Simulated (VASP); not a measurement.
# In (I4/mmm) in VASP: a series of runs

Runs on In. Level: PBE. Tasks: single point.

Program: VASP 6.6.1. These are calculated values, not measurements. Logs are shortened: lines on timing, memory, paths and dates and some standing lists are left out, and cuts for length are marked.

### Step 1. The cell of the first run

It takes space group I4/mmm (No. 139, tetragonal). The conventional cell has a = 3.252 Å, b = 3.252 Å, c = 5.146 Å, α = 90.00°, β = 90.00°, γ = 90.00°. Within 4.3 Å of In (site symmetry 4/mmm) lie 12 In at 3.25 to 3.45 Å.

### Step 2. Single point, PBE (strain +0.000 along x and y, +0.040 along z)

The input, INCAR:

```
PREC = Accurate ; ENCUT = 520
EDIFF = 1E-7 ; ISMEAR = 0
SIGMA = 0.15 ; LREAL = False
LASPH = True ; NELM = 80
ALGO = Fast ; ISIF = 2
LWAVE = False ; LCHARG = True
GGA = PE ; LELF = True
LVHAR = True ; NBANDS = 12
```

The input, KPOINTS:

```
regular mesh
0
Gamma
  20 20 20
```

The input, POSCAR:

```
In
1.0
   -1.6261500000      1.6261500000      2.5729080000
    1.6261500000     -1.6261500000      2.5729080000
    1.6261500000      1.6261500000     -2.5729080000
In
1
Direct
    0.0000000000      0.0000000000      0.0000000000
```

Potentials or basis: VASP PAW PBE potentials, release 64 (In_d).

On the command line:

```bash
$ cat potpaw_PBE.64/In_d/POTCAR > POTCAR
$ mpirun -np 1 vasp_std > vasp.out
```

OUTCAR:

```text
PREC = Accurate
   ENCUT = 520
   EDIFF = 1E-7
   ISMEAR = 0
   LREAL = False
   LASPH = True
   NELM = 80
   ISIF = 2
   GGA = PE

 ion  position               nearest neighbor table
   1  0.000  0.000  0.000-

  LATTYP: Found a body centered tetragonal cell.
 ALAT       =     3.2523000000
 C/A-ratio  =     1.5822082834

  Lattice vectors:

 A1 = (  -1.6261500000,   1.6261500000,   2.5729080000)
 A2 = (   1.6261500000,  -1.6261500000,   2.5729080000)
 A3 = (   1.6261500000,   1.6261500000,  -2.5729080000)

Analysis of symmetry for initial positions (statically):
=====================================================================
 Subroutine PRICEL returns:
 Original cell was already a primitive cell.

 Routine SETGRP: Setting up the symmetry group for a
 body centered tetragonal supercell.

 Subroutine GETGRP returns: Found 16 space group operations
 (whereof 16 operations were pure point group operations)
 out of a pool of 16 trial point group operations.

The static configuration has the point symmetry D_4h.

Analysis of symmetry for dynamics (positions and initial velocities):
=====================================================================
 Subroutine PRICEL returns:
 Original cell was already a primitive cell.

 Routine SETGRP: Setting up the symmetry group for a
 body centered tetragonal supercell.

 Subroutine GETGRP returns: Found 16 space group operations
 (whereof 16 operations were pure point group operations)
 out of a pool of 16 trial point group operations.

The dynamic configuration has the point symmetry D_4h.

 Subroutine INISYM returns: Found 16 space group operations
 (whereof 16 operations are pure point group operations),
 and found     1 'primitive' translations

----------------------------------------------------------------------------------------

                                     Primitive cell

  volume of cell :      27.2148

  direct lattice vectors                    reciprocal lattice vectors
    -1.626150000  1.626150000  2.572908000     0.000000000  0.307474710  0.194332638
     1.626150000 -1.626150000  2.572908000     0.307474710  0.000000000  0.194332638
     1.626150000  1.626150000 -2.572908000     0.307474710  0.307474710  0.000000000

  length of vectors
     3.450881514  3.450881514  3.450881514     0.363738741  0.363738741  0.434834905

  position of ions in fractional coordinates (direct lattice)
     0.000000000  0.000000000  0.000000000
[... 78 lines left out ...]
   EDIFFG = 0.1E-05   stopping-criterion for IOM
   NSW    =      0    number of steps for IOM
   IBRION =     -1    ionic relax: 0-MD 1-quasi-New 2-CG
   NFREE  =      0    steps in history (QN), initial steepest desc. (CG)
   ISIF   =      2    stress and relaxation
   ISYM   =      2    0-nonsym 1-usesym 2-fastsym
   POTIM  = 0.5000    time-step for ionic-motion
   TEBEG  =    0.0;   TEEND  =   0.0 temperature during run
   PSTRESS=    0.0 pullay stress
   NELECT =      13.0000    total number of electrons
   NUPDOWN=      -1.0000    fix difference up-down
   EMIN   =  10.00;   EMAX   =-10.00  energy-range for DOS
   EFERMI =   0.00;   METHOD = LEGACY
   ISMEAR =     0;   SIGMA  =   0.15  broadening in eV -4-tet -1-fermi 0-gaus
   EFERMI_NEDOS =   21; number of points for ismear=-14 and -15
   IALGO  =     68    algorithm
   IMIX   =      4    mixing-type and parameters
     AMIX     =   0.40;   BMIX     =  1.00
     AMIX_MAG =   1.60;   BMIX_MAG =  1.00
  volume/ion in A,a.u.               =      27.21       183.65
  Fermi-wavevector in a.u.,A,eV,Ry     =   1.279737  2.418353 22.282633  1.637727
  Thomas-Fermi vector in A             =   2.412205
   LORBIT       =      0    0 simple, 1 ext, 2 COOP (PROOUT), +10 PAW based schemes
   GGA     = PE    functional components
   LHFCALC =     F    Hartree Fock is set to
   AEXX    =    0.0000 exact exchange contribution
   IVDW    =     0    specifies the selected vdW correction
   LEPSILON=     F    determine dielectric tensor
   LRPA    =     F    only Hartree local field effects (RPA)
 non-spin polarized calculation
 RMM-DIIS sequential band-by-band and
 Gauss-broadening in eV      SIGMA  =   0.15
  energy-cutoff  :      520.00
  volume of cell :       27.21
 maximum number of plane-waves:       747
 NGX is ok and might be reduce to    28
   NGX = 13   NGY = 13   NGZ = 13

 number of electron      13.0000000 magnetization

 Free energy of the ion-electron system (eV)
  ---------------------------------------------------
  ext. energy  EPLUGINS =         0.00000000
  ---------------------------------------------------
  free energy    TOTEN  =        -2.56066666 eV

  energy without entropy =       -2.55519984  energy(sigma->0) =       -2.55793325

 E-fermi :   7.0717     XC(G=0): -10.0662

 val. band max:        7.0667550356   @ k =  -0.3500   0.4000   0.2500
 cond. band min:       7.0741860917   @ k =  -0.3000  -0.4500   0.2000
 fundamental gap:      0.0074310561
 Fermi energy:         7.0717261597

 k-point     1 :       0.0000    0.0000    0.0000
  band No.  band energies     occupation
      1      -7.6188      2.00000
      2      -7.4675      2.00000
      3      -7.4675      2.00000
      4      -7.4439      2.00000
      5      -7.2973      2.00000
      6      -2.1951      2.00000
      7      17.2784      0.00000
      8      17.2784      0.00000
      9      17.4456      0.00000
     10      18.6522      0.00000
     11      20.7043      0.00000
     12      20.9442      0.00000
[... 331 lines left out ...]
 k-point    24 :      -0.3500    0.0500   -0.0000
  band No.  band energies     occupation
      1      -7.5544      2.00000
      2      -7.5454      2.00000
      3      -7.4350      2.00000
      4      -7.3026      2.00000
      5      -7.2654      2.00000
      6       0.3063      2.00000
      7       7.6292      0.00000
      8      14.1274      0.00000
      9      16.2097      0.00000
     10      18.1638      0.00000
     11      18.6726      0.00000
     12      20.8076      0.00000

 [... further k-points ...]
[... 5 lines left out ...]
  --------------------------------------------------------------------------------------
  -------------------------------------------------------------------------------------
  Total        0.0731508      0.0731508      0.0374354      0.0000000     -0.0000000      0.0000000
  in kB        4.3064965      4.3064965      2.2038804      0.0000000     -0.0000000      0.0000000
  external PRESSURE =       3.6056244 kB  Pullay stress =       0.0000000 kB

 VOLUME and BASIS-vectors are now :
 -----------------------------------------------------------------------------
  energy-cutoff  :      520.00
  volume of cell :       27.21
      direct lattice vectors                 reciprocal lattice vectors
    -1.626150000  1.626150000  2.572908000     0.000000000  0.307474710  0.194332638
     1.626150000 -1.626150000  2.572908000     0.307474710  0.000000000  0.194332638
     1.626150000  1.626150000 -2.572908000     0.307474710  0.307474710  0.000000000

 POSITION                                       TOTAL-FORCE (eV/Angst)
 -----------------------------------------------------------------------------------
      0.00000      0.00000      0.00000         0.000000      0.000000      0.000000
 -----------------------------------------------------------------------------------
    total drift:                               -0.000000     -0.000000      0.000000

  FREE ENERGIE OF THE ION-ELECTRON SYSTEM (eV)
  ---------------------------------------------------
  free  energy   TOTEN  =        -2.5606666595 eV

  energy  without entropy=       -2.5551998354  energy(sigma->0) =       -2.55793325
```

OSZICAR:

```text
N       E                     dE             d eps       ncg     rms          rms(c)
DAV:   1     0.783324128442E+02    0.78332E+02   -0.62392E+03 15660   0.135E+03
DAV:   2     0.124140415018E+01   -0.77091E+02   -0.75230E+02 16164   0.290E+02
DAV:   3    -0.249579189754E+01   -0.37372E+01   -0.37260E+01 18452   0.642E+01
DAV:   4    -0.258177113455E+01   -0.85979E-01   -0.85954E-01 19496   0.976E+00
DAV:   5    -0.258556377347E+01   -0.37926E-02   -0.37925E-02 21284   0.180E+00    0.212E+00
RMM:   6    -0.256460021201E+01    0.20964E-01   -0.27858E-02 18877   0.261E+00    0.113E+00
RMM:   7    -0.256069740201E+01    0.39028E-02   -0.11305E-02 18161   0.137E+00    0.243E-01
RMM:   8    -0.256058785943E+01    0.10954E-03   -0.16800E-03 20411   0.648E-01    0.541E-02
RMM:   9    -0.256065269208E+01   -0.64833E-04   -0.56248E-04 23456   0.259E-01    0.523E-02
RMM:  10    -0.256066013289E+01   -0.74408E-05   -0.16475E-04 20987   0.233E-01    0.663E-03
RMM:  11    -0.256066561883E+01   -0.54859E-05   -0.79329E-05 25753   0.934E-02    0.133E-02
RMM:  12    -0.256066738829E+01   -0.17695E-05   -0.13314E-05 24542   0.391E-02    0.334E-02
RMM:  13    -0.256066682585E+01    0.56245E-06   -0.21471E-06 20006   0.226E-02    0.168E-02
RMM:  14    -0.256066666870E+01    0.15715E-06   -0.10453E-06 20415   0.995E-03    0.786E-03
RMM:  15    -0.256066665954E+01    0.91577E-08   -0.16047E-07 10873   0.467E-03
   1 F= -.25606667E+01 E0= -.25579332E+01  d E =-.546682E-02
```

stdout:

```text
POSCAR found type information on POSCAR In
 POSCAR found :  1 types and       1 ions
 scaLAPACK will be used
 LDA part: xc-table for (Slater+PW92), standard interpolation
 POSCAR, INCAR and KPOINTS ok, starting setup
 FFT: planning ... GRIDC
 FFT: planning ... GRID_SOFT
 FFT: planning ... GRID
 WAVECAR not read
 entering main loop
WARNING in EDDRMM: call to ZHEGV failed, returncode =   6  3     11
WARNING in EDDRMM: call to ZHEGV failed, returncode =   8  4     10
WARNING in EDDRMM: call to ZHEGV failed, returncode =   6  3     10
WARNING in EDDRMM: call to ZHEGV failed, returncode =   6  3     10
WARNING in EDDRMM: call to ZHEGV failed, returncode =   6  3     11
WARNING in EDDRMM: call to ZHEGV failed, returncode =   6  3     11
WARNING in EDDRMM: call to ZHEGV failed, returncode =   6  3     11
WARNING in EDDRMM: call to ZHEGV failed, returncode =   6  3     11
WARNING in EDDRMM: call to ZHEGV failed, returncode =   6  3     11
WARNING in EDDRMM: call to ZHEGV failed, returncode =   6  3     11
WARNING in EDDRMM: call to ZHEGV failed, returncode =   6  3     12
WARNING in EDDRMM: call to ZHEGV failed, returncode =   6  3     11
WARNING in EDDRMM: call to ZHEGV failed, returncode =   8  4     12
WARNING in EDDRMM: call to ZHEGV failed, returncode =   8  4     11
```

Run time: 2.2 min. Hardware: 1 thread of Intel Xeon 6975P-C (Granite Rapids), shared host; peak memory 0.31 GiB.

Results:

```yaml
Free_energy: -2.5607 eV
Pressure: 0.4 GPa
Band_gap_on_the_k_mesh: zero (an odd number of electrons rules out a gap without spin polarisation)
```

Stress tensor (GPa, compression positive):
```
0.43 0.00 0.00
0.00 0.43 0.00
0.00 0.00 0.22
```

Levels at points of the mesh, in eV from the Fermi level:
```
           k point  band 3  band 4  band 5  band 6  band 7  band 8  band 9  band 10
(0.00, 0.00, 0.00)  -14.54  -14.52  -14.37   -9.27   10.21   10.21   10.37    11.58
(0.50, 0.00, 0.00)  -14.52  -14.32  -14.27   -4.26   -3.18    6.82    9.27    10.55
(0.50, 0.50, 0.00)  -14.32  -14.32  -14.19   -1.69   -1.50    3.21    3.89     6.68
(0.50, 0.50, 0.50)  -14.29  -14.28  -14.28   -3.38   -2.72    5.01    5.01     8.35
```

Caveat: the cell differs from its parent crystal (strain +0.000 along x and y, +0.040 along z); spin-orbit coupling is left out, which moves the levels of the heavy elements.

(Part 1 of 2 ends here.)
